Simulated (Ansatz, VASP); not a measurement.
**Two plane-wave programs on ZnS**

The input INCAR:

```
SYSTEM = ZnS
PREC = Accurate
ENCUT = 520
EDIFF = 1E-6
ISMEAR = 0
SIGMA = 0.05
LREAL = .False.
LASPH = .True.
NELM = 60
ALGO = Normal
ISIF = 2
LWAVE = .False.
LCHARG = .True.
GGA = PE
LELF = .True.
LVHAR = .True.
NBANDS = 16
```

KPOINTS

```
Automatic mesh
0
Gamma
  8 8 8
  0 0 0
```

File POSCAR:

```
ZnS
1.0
    0.0000000000      2.7215639846      2.7215639846
    2.7215639846      0.0000000000      2.7215639846
    2.7215639846      2.7215639846      0.0000000000
Zn S
1 1
Direct
    0.0000000000      0.0000000000      0.0000000000
    0.8602307356      0.8602307356      0.4838794631
```

Input for Ansatz:

```yaml
crystal:
  lattice:
    - [0.0, 2.7215639846, 2.7215639846]
    - [2.7215639846, 0.0, 2.7215639846]
    - [2.7215639846, 2.7215639846, 0.0]
  atoms:
    - { symbol: Zn, position: [0.0, 0.0, 0.0] }
    - { symbol: S, position: [0.8602307356, 0.8602307356, 0.4838794631] }
basis:
  ecutwfc: 420
kpoints:
  mp_grid: { grid: [8, 8, 8] }
hamiltonian:
  xc: pbe
scf:
  occupations: { method: gaussian, width: 0.05 }
output:
  forces: true
  stress: true
  eigenvalues: true
```

Alike in both runs: task single point; functional PBE; k mesh 8 × 8 × 8; occupations gaussian, width 0.05 eV; no spin polarisation.

|  | VASP | Ansatz |
| --- | --- | --- |
| version | VASP 6.6.1 | Ansatz 0.2.0 |
| potentials or method | VASP PAW PBE potentials, release 64 (Zn, S), cutoff 520 eV | scalar-relativistic, plane waves, PAW |
| valence electrons in the cell | 18 | 18 |

VASP gave:

| Quantity | Value |
| --- | --- |
| gap on the k mesh at the Fermi level (eV) | 1.76 |
| least direct gap on the mesh (eV) | 1.76 |
| rms of the force components (eV/Å) | 21.600 |

Q: What did Ansatz give for the same quantities?

A: gap on the k mesh at the Fermi level (eV): 1.68; least direct gap on the mesh (eV): 1.68; rms of the force components (eV/Å): 20.476.

Atom by atom the forces differ by 1.124 eV/Å (rms over components).
